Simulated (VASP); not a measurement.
Here is a VASP 6.6.1 calculation.

The input INCAR:

```
SYSTEM = TiSi
PREC = Accurate
ENCUT = 520
EDIFF = 1E-6
ISMEAR = -1
SIGMA = 0.08
LREAL = .False.
LASPH = .True.
NELM = 80
ALGO = Normal
ISIF = 2
LWAVE = .False.
LCHARG = .False.
GGA = PS
NBANDS = 24
```

File KPOINTS:

```
regular mesh
0
Gamma
  11 11 6
  0 0 0
```

File POSCAR:

```
TiSi
1.0
    2.5798311197      0.0000000000      0.0000000000
   -1.2899155599      2.2341992872      0.0000000000
    0.0000000000      0.0000000000      7.9449191389
Ti Si
2 2
Direct
    0.0000000000      0.0000000000      0.0000000000
    0.0000000000      0.0000000000      0.5000000000
    0.3333333333      0.6666666667      0.2500000000
    0.6666666667      0.3333333333      0.7500000000
```

Potentials or basis: VASP PAW PBE potentials, release 64 (Ti_sv, Si).

The run is started by

```sh
$ cat potpaw_PBE.64/Ti_sv/POTCAR potpaw_PBE.64/Si/POTCAR > POTCAR
$ mpirun -np 1 vasp_std > vasp.out
```

**Question.** What does it give for the pressure?

**Answer.** 55.7 GPa.

**Question.** Estimate the band gap on the k mesh.

**Answer.** Zero (band 16 reaches 14.35 eV, above the bottom of band 17 at 12.10 eV).

Stress tensor (GPa, compression positive):
```
55.62  0.00  0.00
 0.00 55.62  0.00
 0.00  0.00 55.88
```

Caveat: the PAW data sets were made with another functional, which shifts forces and pressure a little.
